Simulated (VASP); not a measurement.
SnO2, 3 atoms in the cell. The structure is trigonal, space group R-3m (No. 166). The conventional cell has a = 3.234 Å, b = 3.234 Å, c = 14.402 Å, α = 90.00°, β = 90.00°, γ = 120.00°. Within 2.8 Å of Sn (site symmetry -3m) lie 6 O at 2.13 Å. O (site symmetry 3m) has 3 Sn at 2.13 Å and 3 O at 2.76 Å within 2.8 Å. 

| Item | Value |
| --- | --- |
| Program | VASP 6.6.1 |
| Task | single point |
| Functional | BLYP |
| Potentials or basis | VASP PAW PBE potentials, release 64 (Sn_d, O) |
| Cutoff | 520 eV |
| k mesh | 6 × 6 × 6 |
| Occupations | gaussian, width 0.01 eV |
| Spin | no spin polarisation |
| Dipole correction | no |
| Further INCAR settings | ALGO = Normal; EDIFF = 1e-06; NBANDS = 20 |

Potentials or basis: VASP PAW PBE potentials, release 64 (Sn_d, O).

Launch:

```bash
$ cat potpaw_PBE.64/Sn_d/POTCAR potpaw_PBE.64/O/POTCAR > POTCAR
$ mpirun -np 1 vasp_std > vasp.out
```

Hardware: 1 thread of Intel(R) Xeon(R) 6975P-C (Granite Rapids), on a shared host.

Task: How long does it take, and how much memory?

Result: It took 35 s on 1 thread of Intel(R) Xeon(R) 6975P-C (Granite Rapids), with other jobs on the host, peak memory 0.23 GiB. Counts: scf iterations 12, k points 32.
